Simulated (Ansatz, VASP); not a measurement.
# One calculation of H, two programs

```
CELL_PARAMETERS angstrom
2.71588 0.00000 0.00000
0.00000 2.71588 0.00000
0.00000 0.00000 0.98049
ATOMIC_POSITIONS crystal
H 0.00000 0.00000 0.50000
```

Change from the starting cell: strain +0.025 along x and y, +0.000 along z, atoms carried along.

Alike in both runs: task single point; functional PBE; dispersion D3(BJ); k mesh 10 × 10 × 26; occupations gaussian, width 0.05 eV; no spin polarisation.

|  | VASP | Ansatz |
| --- | --- | --- |
| version | VASP 6.6.1 | Ansatz 0.2.0 |
| potentials or method | VASP PAW PBE potentials, release 64 (H), cutoff 520 eV | scalar-relativistic, plane waves, PAW |
| valence electrons in the cell | 1 | 1 |

|  | VASP | Ansatz | Ansatz less VASP |
| --- | --- | --- | --- |
| pressure (GPa) | 0.7 | 0.9 | +0.27 |
| traceless stress, the component that is largest in VASP (GPa) | 1.36 | 1.36 | 0.000 |
